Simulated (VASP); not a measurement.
# Ta (C222_1) in VASP: single point with PBEsol

Aim: the single point of Ta with PBEsol.

Everything below comes from runs of VASP 6.6.1. Logs are shortened: lines on timing, memory, paths and dates and some standing lists are left out, and cuts for length are marked.

### 1 The cell of the first run

It takes space group C222_1 (No. 20, orthorhombic). Conventional cell: a = 4.896 Å, b = 8.738 Å, c = 8.368 Å, α = 90.00°, β = 90.00°, γ = 90.00°. Ta (site symmetry 1) has 8 Ta at 2.67 to 2.96 Å within 3.5 Å. Ta (site symmetry 2) has 8 Ta at 2.69 to 2.96 Å within 3.5 Å. Within 3.5 Å of Ta (site symmetry 2) lie 6 Ta at 2.67 to 2.69 Å.

### 2 Single point, PBEsol (strain -0.0150 x Voigt [1, -1, 0, 0, 0, 0])

INCAR

```
SYSTEM = Ta
ALGO = Fast
EDIFF = 1E-6
ENCUT = 520
GGA = PS
ISIF = 2
ISMEAR = 0
LASPH = .True.
LCHARG = .False.
LREAL = .False.
LWAVE = .False.
NBANDS = 54
NELM = 100
PREC = Accurate
SIGMA = 0.15
```

KPOINTS

```
k-points
0
Gamma
  12 12 6
  0 0 0
```

POSCAR

```
Ta
1.0
    4.8958972506      0.0000000000      0.0000000000
   -2.4479486253      4.3691075779      0.0000000000
    0.0000000000      0.0000000000      8.3683696052
Ta
8
Direct
    0.0000000000      0.3231711699      0.0000000000
    0.3231711699      0.0000000000      0.0000000000
    0.6768288301      0.6768288301      0.0000000000
    0.0000000000      0.6768288301      0.5000000000
    0.6768288301      0.0000000000      0.5000000000
    0.3231711699      0.3231711699      0.5000000000
    0.6666666667      0.3333333333      0.7500000000
    0.3333333333      0.6666666667      0.2500000000
```

Potentials or basis: VASP PAW PBE potentials, release 64 (Ta_pv).

The run is started by

```bash
$ cat potpaw_PBE.64/Ta_pv/POTCAR > POTCAR
$ mpirun -np 1 vasp_std > vasp.out
```

OUTCAR:

```text
SYSTEM = Ta
   EDIFF = 1E-6
   ENCUT = 520
   GGA = PS
   ISIF = 2
   ISMEAR = 0
   LASPH = .True.
   LREAL = .False.
   NELM = 100
   PREC = Accurate

 ion  position               nearest neighbor table
   1  0.000  0.323  0.000-   7 2.67   8 2.69   2 2.76   3 2.82   2 2.89   3 2.89   3 2.89   2 2.96

   2  0.323  0.000  0.000-   8 2.69   7 2.69   1 2.76   3 2.76   3 2.89   1 2.89   1 2.96   3 2.96

   3  0.677  0.677  0.000-   8 2.67   7 2.69   2 2.76   1 2.82   2 2.89   1 2.89   1 2.89   2 2.96

   4  0.000  0.677  0.500-   8 2.67   7 2.69   5 2.76   6 2.82   5 2.89   6 2.89   6 2.89   5 2.96

   5  0.677  0.000  0.500-   7 2.69   8 2.69   6 2.76   4 2.76   6 2.89   4 2.89   6 2.96   4 2.96

   6  0.323  0.323  0.500-   7 2.67   8 2.69   5 2.76   4 2.82   5 2.89   4 2.89   4 2.89   5 2.96

   7  0.667  0.333  0.750-   1 2.67   6 2.67   5 2.69   2 2.69   4 2.69   3 2.69
   8  0.333  0.667  0.250-   4 2.67   3 2.67   2 2.69   5 2.69   1 2.69   6 2.69

  LATTYP: Found a base centered orthorhombic cell.
 ALAT       =     4.8958972506
 B/A-ratio  =     1.7848036240
 C/A-ratio  =     1.7092616893

  Lattice vectors:

 A1 = (   2.4479486253,  -4.3691075779,   0.0000000000)
 A2 = (   2.4479486253,   4.3691075779,   0.0000000000)
 A3 = (   0.0000000000,   0.0000000000,   8.3683696052)

Analysis of symmetry for initial positions (statically):
=====================================================================
 Subroutine PRICEL returns:
 Original cell was already a primitive cell.

 Routine SETGRP: Setting up the symmetry group for a
 base centered orthorhombic supercell.

 Subroutine GETGRP returns: Found  4 space group operations
 (whereof  2 operations were pure point group operations)
 out of a pool of  8 trial point group operations.

The static configuration has the point symmetry C_2 .
 The point group associated with its full space group is D_2 .

Analysis of symmetry for dynamics (positions and initial velocities):
=====================================================================
 Subroutine PRICEL returns:
 Original cell was already a primitive cell.

 Routine SETGRP: Setting up the symmetry group for a
 base centered orthorhombic supercell.

 Subroutine GETGRP returns: Found  4 space group operations
 (whereof  2 operations were pure point group operations)
 out of a pool of  8 trial point group operations.

The dynamic configuration has the point symmetry C_2 .
 The point group associated with its full space group is D_2 .

 Subroutine INISYM returns: Found  4 space group operations
 (whereof  2 operations are pure point group operations),
 and found     1 'primitive' translations

----------------------------------------------------------------------------------------

                                     Primitive cell

  volume of cell :     179.0053

  direct lattice vectors                    reciprocal lattice vectors
     4.895897251  0.000000000  0.000000000     0.204252653  0.114439846  0.000000000
    -2.447948625  4.369107578  0.000000000     0.000000000  0.228879693  0.000000000
     0.000000000  0.000000000  8.368369605     0.000000000  0.000000000  0.119497590

  length of vectors
     4.895897251  5.008148710  8.368369605     0.234127368  0.228879693  0.119497590

  position of ions in fractional coordinates (direct lattice)
     0.000000000  0.323171170  0.000000000
     0.323171170  0.000000000  0.000000000
     0.676828830  0.676828830  0.000000000
     0.000000000  0.676828830  0.500000000
     0.676828830  0.000000000  0.500000000
     0.323171170  0.323171170  0.500000000
     0.666666667  0.333333333  0.750000000
     0.333333333  0.666666667  0.250000000

  ion indices of the primitive-cell ions
   primitive index   ion index
                 1           1
                 2           2
                 3           3
                 4           4
                 5           5
                 6           6
                 7           7
                 8           8

----------------------------------------------------------------------------------------

 KPOINTS: k-points

Automatic generation of k-mesh.
 Grid dimensions read from file:
 generate k-points for:   12   12    6

 Generating k-lattice:

  Cartesian coordinates                     Fractional coordinates (reciprocal lattice)
     0.017021054  0.009536654  0.000000000     0.083333333  0.000000000  0.000000000
     0.000000000  0.019073308  0.000000000     0.000000000  0.083333333  0.000000000
     0.000000000  0.000000000  0.019916265     0.000000000  0.000000000  0.166666667

  Length of vectors
     0.019510614  0.019073308  0.019916265

  Shift w.r.t. Gamma in fractional coordinates (k-lattice)
     0.000000000  0.000000000  0.000000000

 Subroutine IBZKPT returns following result:
 ===========================================

 Found    172 irreducible k-points:

 Following reciprocal coordinates:
            Coordinates               Weight
  0.000000  0.000000  0.000000      1.000000
  0.083333  0.000000  0.000000      4.000000
  0.166667  0.000000  0.000000      4.000000
  0.250000  0.000000  0.000000      4.000000
  0.333333 -0.000000  0.000000      4.000000
  0.416667  0.000000  0.000000      4.000000
[... 16 lines left out ...]
  0.333333  0.166667  0.000000      4.000000
  0.416667  0.166667  0.000000      4.000000
 [... further k-points ...]
   k-points           NKPTS =    172   k-points in BZ     NKDIM =    172   number of bands    NBANDS=     54
   number of dos      NEDOS =    301   number of ions     NIONS =      8
   total plane-waves  NPLWV =  92160
   dimension x,y,z NGX =    36 NGY =   40 NGZ =   64
   dimension x,y,z NGXF=    72 NGYF=   80 NGZF=  128
   ions per type =               8
   NGX,Y,Z   is equivalent  to a cutoff of  12.22, 13.28, 12.71 a.u.
   NGXF,Y,Z  is equivalent  to a cutoff of  24.45, 26.56, 25.43 a.u.
 SYSTEM =  Ta
   PREC   = accura    normal or accurate (medium, high low for compatibility)
   ISTART =      0    job   : 0-new  1-cont  2-samecut
   ICHARG =      2    charge: 1-file 2-atom 10-const
   ISPIN  =      1    spin polarized calculation?
   LNONCOLLINEAR =      F non collinear calculations
   LSORBIT =      F    spin-orbit coupling
   LASPH  =      T    aspherical Exc in radial PAW
   ENCUT  =  520.0 eV  38.22 Ry    6.18 a.u.   9.10  9.31 15.56*2*pi/ulx,y,z
   NELM   =    100;   NELMIN=  2; NELMDL= -5     # of ELM steps
   EDIFF  = 0.1E-05   stopping-criterion for ELM
   LREAL  =      F    real-space projection
   EDIFFG = 0.1E-04   stopping-criterion for IOM
   NSW    =      0    number of steps for IOM
   IBRION =     -1    ionic relax: 0-MD 1-quasi-New 2-CG
   NFREE  =      0    steps in history (QN), initial steepest desc. (CG)
   ISIF   =      2    stress and relaxation
   ISYM   =      2    0-nonsym 1-usesym 2-fastsym
   POTIM  = 0.5000    time-step for ionic-motion
   TEBEG  =    0.0;   TEEND  =   0.0 temperature during run
   PSTRESS=    0.0 pullay stress
   NELECT =      88.0000    total number of electrons
   NUPDOWN=      -1.0000    fix difference up-down
   EMIN   =  10.00;   EMAX   =-10.00  energy-range for DOS
   EFERMI =   0.00;   METHOD = LEGACY
   ISMEAR =     0;   SIGMA  =   0.15  broadening in eV -4-tet -1-fermi 0-gaus
   EFERMI_NEDOS =   21; number of points for ismear=-14 and -15
   IALGO  =     68    algorithm
   IMIX   =      4    mixing-type and parameters
     AMIX     =   0.40;   BMIX     =  1.00
     AMIX_MAG =   1.60;   BMIX_MAG =  1.00
  volume/ion in A,a.u.               =      22.38       151.00
  Fermi-wavevector in a.u.,A,eV,Ry     =   1.292053  2.441627 22.713589  1.669402
  Thomas-Fermi vector in A             =   2.423785
   LORBIT       =      0    0 simple, 1 ext, 2 COOP (PROOUT), +10 PAW based schemes
   GGA     = PS    functional components
   LHFCALC =     F    Hartree Fock is set to
   AEXX    =    0.0000 exact exchange contribution
   IVDW    =     0    specifies the selected vdW correction
   LEPSILON=     F    determine dielectric tensor
   LRPA    =     F    only Hartree local field effects (RPA)
 non-spin polarized calculation
 RMM-DIIS sequential band-by-band and
 Gauss-broadening in eV      SIGMA  =   0.15
  energy-cutoff  :      520.00
  volume of cell :      179.01
 maximum number of plane-waves:      4849
   NGX = 19   NGY = 19   NGZ = 31

 number of electron      87.9999997 magnetization

 Free energy of the ion-electron system (eV)
  ---------------------------------------------------
  ext. energy  EPLUGINS =         0.00000000
  ---------------------------------------------------
  free energy    TOTEN  =       -89.24536042 eV

  energy without entropy =      -89.13592819  energy(sigma->0) =      -89.19064431

 E-fermi :   3.7938     XC(G=0): -11.3533

 val. band max:        3.7898210273   @ k =   0.0000   0.2500   0.5000
 cond. band min:       3.7959694088   @ k =   0.4167   0.0000   0.1667
 fundamental gap:      0.0061483815
 Fermi energy:         3.7937515454

 k-point     1 :       0.0000    0.0000    0.0000
  band No.  band energies     occupation
      1     -31.0668      2.00000
      2     -30.7352      2.00000
      3     -30.6026      2.00000
      4     -30.6004      2.00000
      5     -30.5832      2.00000
      6     -30.5796      2.00000
[... 46 lines left out ...]
     53       4.9784      0.00000
     54       6.4725      0.00000

 k-point     2 :       0.0833    0.0000    0.0000
  band No.  band energies     occupation
      1     -31.0683      2.00000
      2     -30.7764      2.00000
      3     -30.6356      2.00000
      4     -30.6277      2.00000
      5     -30.5935      2.00000
      6     -30.5657      2.00000
[... 46 lines left out ...]
     53       4.9172      0.00000
     54       6.2857      0.00000
[... 1195 lines left out ...]
     53       5.9712      0.00000
     54       6.1073      0.00000

 k-point    24 :       0.4167    0.1667    0.0000
  band No.  band energies     occupation
      1     -31.0240      2.00000
      2     -30.8299      2.00000
      3     -30.7446      2.00000
      4     -30.6778      2.00000
      5     -30.6227      2.00000
      6     -30.5421      2.00000
[... 46 lines left out ...]
     53       6.0625      0.00000
     54       6.4430      0.00000

 [... further k-points ...]
[... 5 lines left out ...]
  --------------------------------------------------------------------------------------
  -------------------------------------------------------------------------------------
  Total        0.8631445     -0.4796419      0.2465188      0.0000000      0.0000000      0.0000000
  in kB        7.7255282     -4.2930095      2.2064537      0.0000000      0.0000000      0.0000000
  external PRESSURE =       1.8796575 kB  Pullay stress =       0.0000000 kB

 VOLUME and BASIS-vectors are now :
 -----------------------------------------------------------------------------
  energy-cutoff  :      520.00
  volume of cell :      179.01
      direct lattice vectors                 reciprocal lattice vectors
     4.895897251  0.000000000  0.000000000     0.204252653  0.114439846  0.000000000
    -2.447948625  4.369107578  0.000000000     0.000000000  0.228879693  0.000000000
     0.000000000  0.000000000  8.368369605     0.000000000  0.000000000  0.119497590

 POSITION                                       TOTAL-FORCE (eV/Angst)
 -----------------------------------------------------------------------------------
     -0.79111      1.41197      0.00000         0.061328      0.006283      0.057597
      1.58221      0.00000      0.00000         0.059315      0.000000      0.000000
      1.65684      2.95714      0.00000         0.061328     -0.006283     -0.057597
     -1.65684      2.95714      4.18418        -0.061328     -0.006283      0.057597
      3.31368      0.00000      4.18418        -0.059315      0.000000      0.000000
      0.79111      1.41197      4.18418        -0.061328      0.006283     -0.057597
      2.44795      1.45637      6.27628        -0.000000      0.048848      0.000000
     -0.00000      2.91274      2.09209         0.000000     -0.048848      0.000000
 -----------------------------------------------------------------------------------
    total drift:                                0.000000      0.000000     -0.000001

  FREE ENERGIE OF THE ION-ELECTRON SYSTEM (eV)
  ---------------------------------------------------
  free  energy   TOTEN  =       -89.2453604248 eV

  energy  without entropy=      -89.1359281894  energy(sigma->0) =      -89.19064431
```

It took 63 min on 1 thread of Oxide Virtual Turin-like, shared host; peak memory 1.1 GiB.

Results:

* Free energy: -89.2454 eV
* Pressure: 0.2 GPa
* Largest force: 0.084 eV/Å
* Band gap on the k mesh: zero (bands 44 and 45 overlap by 0.53 eV)

Forces in eV/Å, atoms in the order of the input:
```
Ta   0.061  0.006  0.058
Ta   0.059  0.000  0.000
Ta   0.061 -0.006 -0.058
Ta  -0.061 -0.006  0.058
Ta  -0.059  0.000  0.000
Ta  -0.061  0.006 -0.058
Ta   0.000  0.049  0.000
Ta   0.000 -0.049  0.000
```

Caveat: the cell differs from its parent crystal (strain -0.0150 x Voigt [1, -1, 0, 0, 0, 0]); the PAW data sets were made with another functional, which shifts forces and pressure a little; spin-orbit coupling is left out, which moves the levels of the heavy elements.
